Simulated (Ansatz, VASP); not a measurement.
## Two plane-wave programs on Sn3C2

Contents of INCAR:

```
PREC = Accurate ; ENCUT = 600
EDIFF = 1E-7 ; ISMEAR = 0
SIGMA = 0.1 ; LREAL = F
LASPH = T ; NELM = 80
ALGO = Normal ; ISIF = 3
LWAVE = F ; LCHARG = F
GGA = PE ; IBRION = 2
NSW = 90 ; EDIFFG = -0.04
```

Contents of KPOINTS:

```
Automatic mesh
0
Gamma
  6 6 4
```

Contents of POSCAR:

```
Sn3C2
1.0
    5.3960056800      0.0000000000      0.0000000000
   -2.6980028400      4.6730780000      0.0000000000
    0.0000000000      0.0000000000      4.2540867500
Sn C
3 2
Direct
    0.5000000000      0.0000000000      0.0000000000
    0.0000000000      0.5000000000      0.0000000000
    0.5000000000      0.5000000000      0.0000000000
    0.0000000000      0.0000000000      0.2507259800
    0.0000000000      0.0000000000      0.7492740200
```

Input for Ansatz:

```yaml
crystal:
  lattice:
    - [5.39600568, 0.0, 0.0]
    - [-2.69800284, 4.673078, 0.0]
    - [0.0, 0.0, 4.25408675]
  atoms:
    - { symbol: Sn, position: [0.5, 0.0, 0.0] }
    - { symbol: Sn, position: [0.0, 0.5, 0.0] }
    - { symbol: Sn, position: [0.5, 0.5, 0.0] }
    - { symbol: C, position: [0.0, 0.0, 0.25072598] }
    - { symbol: C, position: [0.0, 0.0, 0.74927402] }
basis:
  ecutwfc: 420
kpoints:
  mp_grid: { grid: [6, 6, 4] }
hamiltonian:
  xc: pbe
scf:
  occupations: { method: gaussian, width: 0.1 }
  lower_state_search: "off"
output:
  forces: true
  stress: true
  eigenvalues: true
relax:
  adjacent_minimum: "off"
  f_tol: 0.04
  max_steps: 70
  cell: { stress_tol: 0.4 }
```

Alike in both runs: task relaxation of cell and atoms; functional PBE; k mesh 6 × 6 × 4; occupations gaussian, width 0.1 eV; no spin polarisation.

|  | VASP | Ansatz |
| --- | --- | --- |
| version | VASP 6.6.1 | Ansatz 0.2.0 |
| potentials or method | VASP PAW PBE potentials, release 64 (Sn_d, C), cutoff 600 eV | scalar-relativistic, plane waves, PAW |
| valence electrons in the cell | 50 | 50 |

|  | VASP | Ansatz | Ansatz less VASP |
| --- | --- | --- | --- |
| gap on the k mesh at the Fermi level, each at its own relaxed structure (eV) | none | none | - |
| relaxed volume (Å³/atom) | 20.71 | 20.79 | +0.076 |
| relaxed cell length with the largest relative difference (Å) | 6.633 | 6.644 | +0.0114 |

A gap of «none» marks a metal or a gap that the smearing closes.

The k mesh is coarse, so the values compare programs but aren't converged.
